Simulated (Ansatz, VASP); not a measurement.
One calculation of SiC, two programs

Contents of INCAR:

```
  PREC = Accurate
  ENCUT = 600
  EDIFF = 1E-6
  ISMEAR = 0
  SIGMA = 0.05
  LREAL = F
  LASPH = T
  NELM = 120
  ALGO = Normal
  ISIF = 2
  LWAVE = F
  LCHARG = F
  GGA = PE
  NBANDS = 11
  GGA_COMPAT = F
```

KPOINTS

```
Automatic mesh
0
Gamma
  8 8 8
```

The input POSCAR:

```
SiC
1.0
    0.0000000000      2.1883824607      2.1883824607
    2.1883824607      0.0000000000      2.1883824607
    2.1883824607      2.1883824607      0.0000000000
Si C
1 1
Direct
    0.0000000000      0.0000000000      0.0000000000
    0.7500000000      0.7500000000      0.7500000000
```

Input for Ansatz:

```yaml
crystal:
  lattice:
    - [0.0, 2.1883824607, 2.1883824607]
    - [2.1883824607, 0.0, 2.1883824607]
    - [2.1883824607, 2.1883824607, 0.0]
  atoms:
    - { symbol: Si, position: [0.0, 0.0, 0.0] }
    - { symbol: C, position: [0.75, 0.75, 0.75] }
basis:
  ecutwfc: 420
  ecutrho_ratio: 4
kpoints:
  mp_grid: { grid: [8, 8, 8] }
hamiltonian:
  xc: pbe
scf:
  occupations: { method: gaussian, width: 0.05 }
output:
  forces: true
  stress: true
  eigenvalues: true
```

Alike in both runs: task single point; functional PBE; k mesh 8 × 8 × 8; occupations gaussian, width 0.05 eV; no spin polarisation.

|  | VASP | Ansatz |
| --- | --- | --- |
| version | VASP 6.6.1 | Ansatz 0.2.0 |
| potentials or method | VASP PAW PBE potentials, release 64 (Si, C), cutoff 600 eV | scalar-relativistic, plane waves, PAW |
| valence electrons in the cell | 8 | 8 |

|  | VASP | Ansatz | Ansatz less VASP |
| --- | --- | --- | --- |
| gap on the k mesh at the Fermi level (eV) | 1.37 | 1.37 | +0.002 |
| least direct gap on the mesh (eV) | 4.53 | 4.53 | +0.003 |
| pressure (GPa) | 0.3 | 0.4 | +0.18 |

The functional is the same, so the differences come from potentials, cutoffs and numerics.
